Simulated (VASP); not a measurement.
Input of a VASP 6.6.1 run:

Contents of INCAR:

```
SYSTEM = Al3H
ALGO = Normal
EDIFF = 1E-6
ENCUT = 520
GGA = PE
ISIF = 2
ISMEAR = 0
LASPH = .TRUE.
LCHARG = .FALSE.
LREAL = .FALSE.
LWAVE = .FALSE.
NBANDS = 20
NELM = 80
PREC = Accurate
SIGMA = 0.2
```

KPOINTS

```
k-points
0
G
  4 6 6
  0 0 0
```

File POSCAR:

```
Al3H
1.0
   -0.0031705723     -0.0042856745      5.4676201024
    4.7221761626      0.9616418483     -0.0033614005
   -1.5648839063      4.4988010747      0.0055502459
Al H
6 2
Direct
    0.2501196960      0.4164950343      0.0164884244
    0.7500663507      0.4260915293      0.0168627535
    0.2500692498      1.0053255854      0.4106693390
    0.7500023453      1.0143240666      0.5399628930
    0.0029731934      0.5208557388      0.5276528301
    0.4972944219      0.5207210289      0.5277865518
    0.7496660215      0.0543860148     -0.0817656425
    0.2498087213      1.0418010017      0.0423428508
```

Potentials or basis: VASP PAW PBE potentials, release 64 (Al, H).

Launch:

```sh
$ cat potpaw_PBE.64/Al/POTCAR potpaw_PBE.64/H/POTCAR > POTCAR
$ mpirun -np 1 vasp_std > vasp.out
```

Q: Predict the band gap on the k mesh.

A: Zero (bands 10 and 11 overlap by 3.54 eV).

Q: Predict the pressure.

A: -0.1 GPa.

Q: Estimate the largest force.

A: 0.013 eV/Å.

Forces in eV/Å, atoms in the order of the input:
```
Al  -0.005 -0.003 -0.002
Al  -0.012 -0.005  0.002
Al  -0.002 -0.007  0.001
Al   0.005  0.006  0.001
Al   0.000  0.002  0.003
Al   0.002 -0.002 -0.005
H    0.010  0.002  0.001
H    0.002  0.007  0.000
```
